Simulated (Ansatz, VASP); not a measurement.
Two plane-wave programs on Si4GePt

INCAR

```
SYSTEM = Si4GePt
PREC = Accurate
ENCUT = 600
EDIFF = 1E-6
ISMEAR = 0
SIGMA = 0.1
LREAL = .False.
LASPH = .True.
NELM = 60
ALGO = Normal
ISIF = 3
LWAVE = .False.
LCHARG = .False.
GGA = PE
IBRION = 2
NSW = 100
EDIFFG = -0.01
```

File KPOINTS:

```
regular mesh
0
Gamma
  12 12 4
  0 0 0
```

Contents of POSCAR:

```
Si4GePt
1.0
    3.5735023293      0.0000000000      0.0000000000
   -1.7867511647      3.0947437977      0.0000000000
    0.0000000000      0.0000000000      9.0708439358
Si Ge Pt
4 1 1
Direct
    0.3333333333      0.6666666667      0.6687487395
    0.0000000000      0.0000000000      0.8414380627
    0.0000000000      0.0000000000      0.1585619373
    0.3333333333      0.6666666667      0.3312512605
    0.6666666667      0.3333333333      0.5000000000
    0.6666666667      0.3333333333      0.0000000000
```

Input for Ansatz:

```yaml
crystal:
  lattice:
    - [3.5735023293, 0.0, 0.0]
    - [-1.7867511647, 3.0947437977, 0.0]
    - [0.0, 0.0, 9.0708439358]
  atoms:
    - { symbol: Si, position: [0.3333333333, 0.6666666667, 0.6687487395] }
    - { symbol: Si, position: [0.0, 0.0, 0.8414380627] }
    - { symbol: Si, position: [0.0, 0.0, 0.1585619373] }
    - { symbol: Si, position: [0.3333333333, 0.6666666667, 0.3312512605] }
    - { symbol: Ge, position: [0.6666666667, 0.3333333333, 0.5] }
    - { symbol: Pt, position: [0.6666666667, 0.3333333333, 0.0] }
basis:
  ecutwfc: 420
kpoints:
  mp_grid: { grid: [12, 12, 4] }
hamiltonian:
  xc: pbe
scf:
  occupations: { method: gaussian, width: 0.1 }
output:
  forces: true
  stress: true
  eigenvalues: true
relax:
  adjacent_minimum: "off"
  f_tol: 0.01
  max_steps: 80
  cell: { stress_tol: 0.05 }
```

Change from the starting cell: species swapped into the TaWSe4 type (P-6m2, No. 187).

Alike in both runs: task relaxation of cell and atoms; functional PBE; k mesh 12 × 12 × 4; occupations gaussian, width 0.1 eV; no spin polarisation.

|  | VASP | Ansatz |
| --- | --- | --- |
| version | VASP 6.6.1 | Ansatz 0.2.0 |
| potentials or method | VASP PAW PBE potentials, release 64 (Si, Ge_d, Pt), cutoff 600 eV | scalar-relativistic, plane waves, PAW |
| valence electrons in the cell | 40 | 48 |

```tsv
	VASP	Ansatz	Ansatz less VASP
gap on the k mesh at the Fermi level, each at its own relaxed structure (eV)	none	none	-
relaxed volume (Å³/atom)	16.67	16.67	+0.009
relaxed cell length with the largest relative difference (Å)	8.879	8.887	+0.0074
```

A gap of «none» marks a metal or a gap that the smearing closes. VASP's potentials hold 40 valence electrons a cell and Ansatz's 48, so a difference there can come from the potentials and not from the codes.

Spin-orbit coupling is off throughout.
